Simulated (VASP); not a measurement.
# ZrB2 (P-1) in VASP: notebook

ZrB2 is run at these levels: LDA; tasks: single point.

Program: VASP 6.6.1. These are calculated values, not measurements. Logs are shortened: lines on timing, memory, paths and dates and some standing lists are left out, and cuts for length are marked.

## 1. The cell of the first run

The typed cell holds 3 atoms: a = 3.166 Å, b = 3.124 Å, c = 3.521 Å, α = 89.36°, β = 88.27°, γ = 118.70°.

## 2. Single point, LDA (equal xy, yz and zx shear strains of +3 %)

INCAR reads:

```
PREC     = Accurate       # precision mode
ENCUT    = 520            # plane-wave cutoff, eV
EDIFF    = 1E-7           # SCF threshold, eV
ISMEAR   = -1             # smearing method
SIGMA    = 0.05           # smearing width, eV
LREAL    = False          # projectors in reciprocal space
LASPH    = True           # aspherical terms in the spheres
NELM     = 80             # most SCF steps
ALGO     = Normal         # electronic algorithm
ISIF     = 2              # what is computed and relaxed
LWAVE    = False          # write WAVECAR
LCHARG   = False          # write CHGCAR
NBANDS   = 16             # bands
```

KPOINTS reads:

```
Automatic mesh
0
Gamma
  12 12 9
```

POSCAR reads:

```
ZrB2
1.0
    3.1649998255      0.0474749974      0.0474749974
   -1.5413853590      2.7172327532      0.0173770551
    0.0528000000      0.0528000000      3.5200000000
Zr B
1 2
Direct
    0.0000000000      0.0000000000      0.0000000000
    0.3333333333      0.6666666667      0.5000000000
    0.6666666667      0.3333333333      0.5000000000
```

Potentials or basis: VASP PAW LDA potentials, release 64 (Zr_sv, B).

Started as:

```bash
cat potpaw_LDA.64/Zr_sv/POTCAR potpaw_LDA.64/B/POTCAR > POTCAR
mpirun -np 1 vasp_std > vasp.out
```

OUTCAR:

```text
PREC = Accurate
   ENCUT = 520
   EDIFF = 1E-7
   ISMEAR = -1
   LREAL = False
   LASPH = True
   NELM = 80
   ISIF = 2

 ion  position               nearest neighbor table
   1  0.000  0.000  0.000-   2 2.50   3 2.50   3 2.50   2 2.50   3 2.51   2 2.51   2 2.53   3 2.53
                             3 2.58   2 2.58   3 2.61   2 2.61
   2  0.333  0.667  0.500-   3 1.80   3 1.83   3 1.85   1 2.50   1 2.50   1 2.51   1 2.53   1 2.58
                             1 2.61
   3  0.667  0.333  0.500-   2 1.80   2 1.83   2 1.85   1 2.50   1 2.50   1 2.51   1 2.53   1 2.58
                             1 2.61

  LATTYP: Found a triclinic cell.
 ALAT       =     3.2068580684
 B/A-ratio  =     0.9741696453
 C/A-ratio  =     1.0978945235
 COS(alpha) =     0.0112057054
 COS(beta)  =     0.0407400298
 COS(gamma) =     0.5001712246

  Lattice vectors:

 A1 = (   1.6236144665,   2.7647077506,   0.0648520525)
 A2 = (  -1.5413853590,   2.7172327532,   0.0173770551)
 A3 = (   0.0528000000,   0.0528000000,   3.5200000000)

Analysis of symmetry for initial positions (statically):
=====================================================================
 Subroutine PRICEL returns:
 Original cell was already a primitive cell.

 Routine SETGRP: Setting up the symmetry group for a
 triclinic supercell.

 Subroutine GETGRP returns: Found  2 space group operations
 (whereof  2 operations were pure point group operations)
 out of a pool of  2 trial point group operations.

The static configuration has the point symmetry S_2 .

Analysis of symmetry for dynamics (positions and initial velocities):
=====================================================================
 Subroutine PRICEL returns:
 Original cell was already a primitive cell.

 Routine SETGRP: Setting up the symmetry group for a
 triclinic supercell.

 Subroutine GETGRP returns: Found  2 space group operations
 (whereof  2 operations were pure point group operations)
 out of a pool of  2 trial point group operations.

The dynamic configuration has the point symmetry S_2 .

 Subroutine INISYM returns: Found  2 space group operations
 (whereof  2 operations are pure point group operations),
 and found     1 'primitive' translations

----------------------------------------------------------------------------------------

                                     Primitive cell

  volume of cell :      30.5162

  direct lattice vectors                    reciprocal lattice vectors
     3.164999825  0.047474997  0.047474997     0.313398909  0.177826699 -0.007368384
    -1.541385359  2.717232753  0.017377055    -0.005394032  0.364996134 -0.005394032
     0.052800000  0.052800000  3.520000000    -0.004200250 -0.004200250  0.284216917

  length of vectors
     3.165711870  3.124023787  3.520791911     0.360410189  0.365075840  0.284278982

  position of ions in fractional coordinates (direct lattice)
     0.000000000  0.000000000  0.000000000
     0.333333333  0.666666667  0.500000000
     0.666666667  0.333333333  0.500000000

  ion indices of the primitive-cell ions
   primitive index   ion index
                 1           1
                 2           2
                 3           3

----------------------------------------------------------------------------------------

 KPOINTS: Automatic mesh

Automatic generation of k-mesh.
 Grid dimensions read from file:
 generate k-points for:   12   12    9

 Generating k-lattice:

  Cartesian coordinates                     Fractional coordinates (reciprocal lattice)
     0.026116576  0.014818892 -0.000614032     0.083333333  0.000000000 -0.000000000
    -0.000449503  0.030416345 -0.000449503     0.000000000  0.083333333  0.000000000
    -0.000466694 -0.000466694  0.031579657     0.000000000  0.000000000  0.111111111

  Length of vectors
     0.030034182  0.030422987  0.031586554

  Shift w.r.t. Gamma in fractional coordinates (k-lattice)
     0.000000000  0.000000000  0.000000000

 Subroutine IBZKPT returns following result:
 ===========================================

 Found    650 irreducible k-points:

 Following reciprocal coordinates:
            Coordinates               Weight
  0.000000  0.000000  0.000000      1.000000
  0.083333  0.000000  0.000000      2.000000
  0.166667  0.000000  0.000000      2.000000
  0.250000 -0.000000  0.000000      2.000000
  0.333333  0.000000  0.000000      2.000000
  0.416667  0.000000 -0.000000      2.000000
[... 16 lines left out ...]
  0.250000  0.166667 -0.000000      2.000000
  0.333333  0.166667  0.000000      2.000000
 [... further k-points ...]
   k-points           NKPTS =    650   k-points in BZ     NKDIM =    650   number of bands    NBANDS=     16
   number of dos      NEDOS =    301   number of ions     NIONS =      3
   total plane-waves  NPLWV =  16128
   dimension x,y,z NGX =    24 NGY =   24 NGZ =   28
   dimension x,y,z NGXF=    48 NGYF=   48 NGZF=   56
   ions per type =               1   2
   NGX,Y,Z   is equivalent  to a cutoff of  12.60, 12.77, 13.22 a.u.
   NGXF,Y,Z  is equivalent  to a cutoff of  25.21, 25.54, 26.44 a.u.
 SYSTEM =  unknown system
   PREC   = accura    normal or accurate (medium, high low for compatibility)
   ISTART =      0    job   : 0-new  1-cont  2-samecut
   ICHARG =      2    charge: 1-file 2-atom 10-const
   ISPIN  =      1    spin polarized calculation?
   LNONCOLLINEAR =      F non collinear calculations
   LSORBIT =      F    spin-orbit coupling
   LASPH  =      T    aspherical Exc in radial PAW
   ENCUT  =  520.0 eV  38.22 Ry    6.18 a.u.   5.89  5.81  6.55*2*pi/ulx,y,z
   NELM   =     80;   NELMIN=  2; NELMDL= -5     # of ELM steps
   EDIFF  = 0.1E-06   stopping-criterion for ELM
   LREAL  =      F    real-space projection
   EDIFFG = 0.1E-05   stopping-criterion for IOM
   NSW    =      0    number of steps for IOM
   IBRION =     -1    ionic relax: 0-MD 1-quasi-New 2-CG
   NFREE  =      0    steps in history (QN), initial steepest desc. (CG)
   ISIF   =      2    stress and relaxation
   ISYM   =      2    0-nonsym 1-usesym 2-fastsym
   POTIM  = 0.5000    time-step for ionic-motion
   TEBEG  =    0.0;   TEEND  =   0.0 temperature during run
   PSTRESS=    0.0 pullay stress
   NELECT =      18.0000    total number of electrons
   NUPDOWN=      -1.0000    fix difference up-down
   EMIN   =  10.00;   EMAX   =-10.00  energy-range for DOS
   EFERMI =   0.00;   METHOD = LEGACY
   ISMEAR =    -1;   SIGMA  =   0.05  broadening in eV -4-tet -1-fermi 0-gaus
   EFERMI_NEDOS =   21; number of points for ismear=-14 and -15
   IALGO  =     38    algorithm
   IMIX   =      4    mixing-type and parameters
     AMIX     =   0.40;   BMIX     =  1.00
     AMIX_MAG =   1.60;   BMIX_MAG =  1.00
  volume/ion in A,a.u.               =      10.17        68.64
  Fermi-wavevector in a.u.,A,eV,Ry     =   1.372953  2.594504 25.646966  1.884999
  Thomas-Fermi vector in A             =   2.498513
   LORBIT       =      0    0 simple, 1 ext, 2 COOP (PROOUT), +10 PAW based schemes
   GGA     = CA    functional components
   LHFCALC =     F    Hartree Fock is set to
   AEXX    =    0.0000 exact exchange contribution
   IVDW    =     0    specifies the selected vdW correction
   LEPSILON=     F    determine dielectric tensor
   LRPA    =     F    only Hartree local field effects (RPA)
 non-spin polarized calculation
  energy-cutoff  :      520.00
  volume of cell :       30.52
 maximum number of plane-waves:       842
   NGX = 11   NGY = 11   NGZ = 13

 number of electron      18.0000000 magnetization

 Free energy of the ion-electron system (eV)
  ---------------------------------------------------
  ext. energy  EPLUGINS =         0.00000000
  ---------------------------------------------------
  free energy    TOTEN  =       -27.40572272 eV

  energy without entropy =      -27.40394490  energy(sigma->0) =      -27.40483381

 E-fermi :  10.5738     XC(G=0): -12.6201

 val. band max:       10.5679775605   @ k =   0.0833   0.0000   0.4444
 cond. band min:      10.5755134931   @ k =  -0.1667   0.3333   0.2222
 fundamental gap:      0.0075359326
 Fermi energy:        10.5738432707

 k-point     1 :       0.0000    0.0000    0.0000
  band No.  band energies     occupation
      1     -37.7720      2.00000
      2     -16.1216      2.00000
      3     -15.5774      2.00000
      4     -15.5171      2.00000
      5      -2.0455      2.00000
      6       7.7212      2.00000
[... 8 lines left out ...]
     15      15.6922      0.00000
     16      16.0626      0.00000

 k-point     2 :       0.0833    0.0000    0.0000
  band No.  band energies     occupation
      1     -37.7645      2.00000
      2     -16.1105      2.00000
      3     -15.6427      2.00000
      4     -15.5327      2.00000
      5      -1.9089      2.00000
      6       7.3480      2.00000
[... 8 lines left out ...]
     15      16.3967      0.00000
     16      16.7821      0.00000

 k-point     3 :       0.1667    0.0000    0.0000
  band No.  band energies     occupation
      1     -37.7439      2.00000
      2     -16.0799      2.00000
      3     -15.8217      2.00000
      4     -15.5705      2.00000
      5      -1.5149      2.00000
      6       6.4324      2.00000
[... 8 lines left out ...]
     15      17.2798      0.00000
     16      17.6216      0.00000

 k-point     4 :       0.2500   -0.0000    0.0000
  band No.  band energies     occupation
      1     -37.7156      2.00000
      2     -16.0590      2.00000
      3     -16.0376      2.00000
      4     -15.6204      2.00000
      5      -0.9026      2.00000
      6       5.3078      2.00000
[... 8 lines left out ...]
     15      17.8495      0.00000
     16      19.1325      0.00000

 k-point     5 :       0.3333    0.0000    0.0000
  band No.  band energies     occupation
      1     -37.6871      2.00000
      2     -16.2877      2.00000
      3     -15.9951      2.00000
      4     -15.6693      2.00000
      5      -0.1169      2.00000
      6       4.1369      2.00000
[... 8 lines left out ...]
     15      18.8517      0.00000
     16      20.4936      0.00000

 k-point     6 :       0.4167    0.0000   -0.0000
  band No.  band energies     occupation
      1     -37.6661      2.00000
      2     -16.4500      2.00000
      3     -15.9636      2.00000
      4     -15.7048      2.00000
      5       0.7991      2.00000
      6       2.9881      2.00000
[... 8 lines left out ...]
     15      19.2983      0.00000
     16      19.9611      0.00000
[... 267 lines left out ...]
 k-point    21 :       0.0833    0.1667    0.0000
  band No.  band energies     occupation
      1     -37.7243      2.00000
      2     -16.0513      2.00000
      3     -15.9407      2.00000
      4     -15.6479      2.00000
      5      -1.1343      2.00000
      6       5.9492      2.00000
[... 8 lines left out ...]
     15      17.4048      0.00000
     16      18.5662      0.00000

 k-point    22 :       0.1667    0.1667    0.0000
  band No.  band energies     occupation
      1     -37.7000      2.00000
      2     -16.1041      2.00000
      3     -16.0149      2.00000
      4     -15.7303      2.00000
      5      -0.5476      2.00000
      6       5.2194      2.00000
[... 8 lines left out ...]
     15      18.0132      0.00000
     16      19.3288      0.00000

 k-point    23 :       0.2500    0.1667   -0.0000
  band No.  band energies     occupation
      1     -37.6750      2.00000
      2     -16.2613      2.00000
      3     -15.9776      2.00000
      4     -15.8179      2.00000
      5       0.2198      2.00000
      6       4.3247      2.00000
[... 8 lines left out ...]
     15      18.3513      0.00000
     16      20.3208      0.00000

 k-point    24 :       0.3333    0.1667    0.0000
  band No.  band energies     occupation
      1     -37.6560      2.00000
      2     -16.3784      2.00000
      3     -15.9494      2.00000
      4     -15.8803      2.00000
      5       1.1280      2.00000
      6       3.2871      2.00000
[... 8 lines left out ...]
     15      19.4358      0.00000
     16      20.3245      0.00000

 [... further k-points ...]

------------------------ aborting loop because EDIFF is reached ----------------------------------------

  FORCE on cell =-STRESS in cart. coord.  units (eV):
  Direction    XX          YY          ZZ          XY          YZ          ZX
  --------------------------------------------------------------------------------------
  -------------------------------------------------------------------------------------
  Total       -1.2507552     -1.2579391     -0.9621268     -1.4248786     -1.3922129     -1.3967740
  in kB      -65.6678113    -66.0449853    -50.5140899    -74.8097320    -73.0946967    -73.3341671
  external PRESSURE =     -60.7422955 kB  Pullay stress =       0.0000000 kB

 VOLUME and BASIS-vectors are now :
 -----------------------------------------------------------------------------
  energy-cutoff  :      520.00
  volume of cell :       30.52
      direct lattice vectors                 reciprocal lattice vectors
     3.164999825  0.047474997  0.047474997     0.313398909  0.177826699 -0.007368384
    -1.541385359  2.717232753  0.017377055    -0.005394032  0.364996134 -0.005394032
     0.052800000  0.052800000  3.520000000    -0.004200250 -0.004200250  0.284216917

 POSITION                                       TOTAL-FORCE (eV/Angst)
 -----------------------------------------------------------------------------------
      0.00000      0.00000      0.00000        -0.000000      0.000000      0.000000
      0.05381      1.85371      1.78741         0.058082      0.010198     -0.014345
      1.62260      0.96379      1.79744        -0.058082     -0.010198      0.014345
 -----------------------------------------------------------------------------------
    total drift:                               -0.000000      0.000000      0.000000

  FREE ENERGIE OF THE ION-ELECTRON SYSTEM (eV)
  ---------------------------------------------------
  free  energy   TOTEN  =       -27.4057227176 eV

  energy  without entropy=      -27.4039448957  energy(sigma->0) =      -27.40483381
```

Run time: 5.7 min. Hardware: 1 thread of AMD EPYC 7R13, shared host; peak memory 0.36 GiB.

What came out:

| Quantity | Value |
| --- | --- |
| Free energy | -27.4057 eV |
| Pressure | -6.1 GPa |
| Largest force | 0.061 eV/Å |
| Band gap on the k mesh | zero (bands 9 and 10 overlap by 1.07 eV) |

Forces on the atoms (eV/Å):
```
Zr   0.000  0.000  0.000
B    0.058  0.010 -0.014
B   -0.058 -0.010  0.014
```

Stress tensor (GPa, compression positive):
```
-6.57 -7.48 -7.33
-7.48 -6.60 -7.31
-7.33 -7.31 -5.05
```

Levels at points of the mesh, in eV from the Fermi level:
```csv
k point,band 6,band 7,band 8,band 9,band 10,band 11,band 12,band 13
"(0.00, 0.00, 0.00)",-2.85,-2.64,-2.50,-2.29,3.13,3.31,4.15,4.41
"(0.50, 0.00, 0.00)",-8.50,-3.98,-2.88,-2.65,2.33,2.41,4.80,5.21
"(0.00, 0.50, 0.00)",-8.36,-3.93,-3.06,-2.72,2.23,2.24,4.74,5.19
"(0.50, 0.50, 0.00)",-8.21,-3.88,-3.25,-2.80,2.03,2.14,4.86,5.06
```

Caveat: the cell differs from its parent crystal (equal xy, yz and zx shear strains of +3 %); the cell stands under tension.

## 3. Single point, LDA (equal xy, yz and zx shear strains of +1 %)

INCAR reads:

```
  PREC = Accurate
  ENCUT = 520
  EDIFF = 1E-7
  ISMEAR = -1
  SIGMA = 0.05
  LREAL = False
  LASPH = True
  NELM = 100
  ALGO = Normal
  ISIF = 2
  LWAVE = False
  LCHARG = False
  NBANDS = 16
```

KPOINTS reads:

```
regular mesh
0
Gamma
  12 12 9
```

POSCAR reads:

```
ZrB2
1.0
    3.1649998255      0.0158249991      0.0158249991
   -1.5687950615      2.7330577523      0.0057923517
    0.0176000000      0.0176000000      3.5200000000
Zr B
1 2
Direct
    0.0000000000      0.0000000000      0.0000000000
    0.3333333333      0.6666666667      0.5000000000
    0.6666666667      0.3333333333      0.5000000000
```

Potentials or basis: VASP PAW LDA potentials, release 64 (Zr_sv, B).

Started as:

```bash
cat potpaw_LDA.64/Zr_sv/POTCAR potpaw_LDA.64/B/POTCAR > POTCAR
mpirun -np 1 vasp_std > vasp.out
```

Run time: 5.7 min. Hardware: 1 thread of AMD EPYC 7R13, shared host; peak memory 0.36 GiB.

It converged, with:

```yaml
Free_energy: -27.4611 eV
Pressure: -6.7 GPa
Largest_force: 0.021 eV/Å
Band_gap_on_the_k_mesh: zero (bands 9 and 10 overlap by 1.22 eV)
```

Forces in eV/Å, atoms in the order of the input:
```
Zr   0.000  0.000  0.000
B    0.021  0.001 -0.002
B   -0.021 -0.001  0.002
```

Stress tensor (GPa, compression positive):
```
-7.17 -2.56 -2.48
-2.56 -7.18 -2.48
-2.48 -2.48 -5.87
```

Levels at points of the mesh, in eV from the Fermi level:
```tsv
k point	band 7	band 8	band 9	band 10	band 11	band 12
(0.00, 0.00, 0.00)	-2.69	-2.64	-2.34	3.29	3.34	4.09
(0.50, 0.00, 0.00)	-3.98	-3.04	-2.74	2.24	2.29	4.84
(0.00, 0.50, 0.00)	-3.96	-3.11	-2.77	2.20	2.23	4.83
(0.50, 0.50, 0.00)	-3.95	-3.17	-2.80	2.17	2.18	4.88
```

Caveat: the cell differs from its parent crystal (equal xy, yz and zx shear strains of +1 %); the cell stands under tension.
